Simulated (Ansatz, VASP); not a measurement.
**Two plane-wave programs on WSe2**

```
W Se
1.0
     3.29963    0.00000    0.00000
    -1.64982    2.85756    0.00000
     0.00000    0.00000   13.14959
W Se
2 4
Direct
  0.66667 0.33333 0.25020
  0.33333 0.66667 0.74980
  0.33333 0.66667 0.37685
  0.66667 0.33333 0.87645
  0.33333 0.66667 0.12355
  0.66667 0.33333 0.62315
```

Alike in both runs: task single point; functional PBE; k mesh 12 × 12 × 2; occupations fermi-dirac, width 0.02 eV; non-collinear spin, spin-orbit coupling.

|  | VASP | Ansatz |
| --- | --- | --- |
| version | VASP 6.6.1 | Ansatz 0.2.0 |
| potentials or method | VASP PAW PBE potentials, release 64 (W_sv, Se) | plane waves, PAW |
| plane-wave cutoff (eV) | 520 | 420 |
| valence electrons in the cell | 52 | 92 |

```tsv
	VASP	Ansatz	Ansatz less VASP
pressure (GPa)	3.9	3.4	-0.56
traceless stress, the component that is largest in VASP (GPa)	1.14	1.11	-0.032
rms of the force components (eV/Å)	0.168	0.134	-0.0340
net moment per atom (μB)	0.00	0.00	0.000
```

Atom by atom the forces differ by 0.034 eV/Å (rms over components). VASP's potentials hold 52 valence electrons a cell and Ansatz's 92, so a difference there can come from the potentials and not from the codes.
